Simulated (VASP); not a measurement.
GaN (zincblende type), 2 atoms in the cell. It takes space group F-43m (No. 216, cubic). The conventional cell has a = 4.455 Å, b = 4.455 Å, c = 4.455 Å, α = 90.00°, β = 90.00°, γ = 90.00°. Ga (site symmetry -43m) has 4 N at 1.93 Å within 2.6 Å. N (site symmetry -43m) has 4 Ga at 1.93 Å within 2.6 Å. 

| Property | Result |
| --- | --- |
| Program | VASP 6.6.1 |
| Task | single point |
| Functional | LDA |
| Potentials or basis | VASP PAW LDA potentials, release 64 (Ga_d, N) |
| Cutoff | 520 eV |
| k mesh | 13 × 13 × 13 |
| Occupations | fermi-dirac, width 0.02 eV |
| Spin | no spin polarisation |
| Dipole correction | no |
| Further INCAR settings | ALGO = Normal; EDIFF = 1e-07; NBANDS = 16 |

Potentials or basis: VASP PAW LDA potentials, release 64 (Ga_d, N).

Run with:

```sh
$ cat potpaw_LDA.64/Ga_d/POTCAR potpaw_LDA.64/N/POTCAR > POTCAR
$ mpirun -np 1 vasp_std > vasp.out
```

Hardware: 1 thread of Intel Xeon 8259CL, with other jobs on the host.

How long does it take, and how much memory?

Wall time 41 s on 1 thread of Intel Xeon 8259CL (shared host), peak memory 0.14 GiB. Counts: scf iterations 13, k points 84.
